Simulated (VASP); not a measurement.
Here is a VASP 6.6.1 calculation.

INCAR

```
SYSTEM = Os
PREC = Accurate
ENCUT = 520
EDIFF = 1E-7
ISMEAR = -1
SIGMA = 0.1
LREAL = .FALSE.
LASPH = .TRUE.
NELM = 80
ALGO = Normal
ISIF = 2
LWAVE = .FALSE.
LCHARG = .FALSE.
GGA = PS
NBANDS = 15
```

Contents of KPOINTS:

```
regular mesh
0
G
  11 11 11
  0 0 0
```

Contents of POSCAR:

```
Os
1.0
    0.0000000000      2.6757907742      2.6757907742
    2.6757907742      0.0000000000      2.6757907742
    2.6757907742      2.6757907742      0.0000000000
Os
2
Direct
    0.1250000000      0.1250000000      0.1250000000
    0.8750000000      0.8750000000      0.8750000000
```

Potentials or basis: VASP PAW PBE potentials, release 64 (Os).

Launch:

```console
$ cat potpaw_PBE.64/Os/POTCAR > POTCAR
$ mpirun -np 1 vasp_std > vasp.out
```

(1) Estimate the band gap on the k mesh.

(2) Predict the pressure.

Results:

(1) zero (bands 8 and 9 overlap by 1.17 eV).

(2) 20.9 GPa.

Caveat: the cell stands under pressure; the PAW data sets were made with another functional, which shifts forces and pressure a little; spin-orbit coupling is left out, which moves the levels of the heavy elements.
